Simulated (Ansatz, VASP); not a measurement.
# Sb in VASP and in Ansatz

```
CELL_PARAMETERS angstrom
3.04408 0.00000 0.00000
0.00000 3.04408 0.00000
0.00000 0.00000 3.04408
ATOMIC_POSITIONS crystal
Sb 0.00000 0.00000 0.00000
```

Alike in both runs: task single point; functional RPBE; k mesh 11 × 11 × 11; occupations fermi-dirac, width 0.1 eV; no spin polarisation.

|  | VASP | Ansatz |
| --- | --- | --- |
| version | VASP 6.6.1 | Ansatz 0.2.0 |
| potentials or method | VASP PAW PBE potentials, release 64 (Sb), cutoff 520 eV | plane waves (420 eV) with PAW, scalar-relativistic |
| valence electrons in the cell | 5 | 15 |

|  | VASP | Ansatz | Ansatz less VASP |
| --- | --- | --- | --- |
| pressure (GPa) | 5.6 | 5.7 | +0.06 |

VASP's potentials were made for PBE, not for RPBE. VASP's potentials hold 5 valence electrons a cell and Ansatz's 15, so a difference there can come from the potentials and not from the codes.

Spin-orbit coupling is off throughout.
